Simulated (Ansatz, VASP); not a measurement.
MgMo in VASP and in Ansatz

```
Mg Mo
1.0
     1.39363   -0.80461    4.82697
     0.00000    1.60923    4.82697
    -1.39363   -0.80461    4.82697
Mg Mo
1 1
Direct
  0.00000 0.00000 0.00000
  0.50000 0.50000 0.50000
```

Change from the starting cell: volume scaled by 0.97.

Alike in both runs: task single point; functional PBEsol; k mesh 13 × 13 × 13; occupations fermi-dirac, width 0.03 eV; no spin polarisation.

|  | VASP | Ansatz |
| --- | --- | --- |
| version | VASP 6.6.1 | Ansatz 0.2.0 |
| potentials or method | VASP PAW PBE potentials, release 64 (Mg, Mo_sv), cutoff 520 eV | all-electron LAPW, scalar-relativistic |

|  | VASP | Ansatz | Ansatz less VASP |
| --- | --- | --- | --- |
| pressure (GPa) | 4.5 | 4.2 | -0.28 |
| traceless stress, the component that is largest in VASP (GPa) | -0.59 | -0.51 | +0.076 |

VASP's potentials were made for PBE, not for PBEsol. Ansatz ran all-electron here, and VASP with PAW potentials.
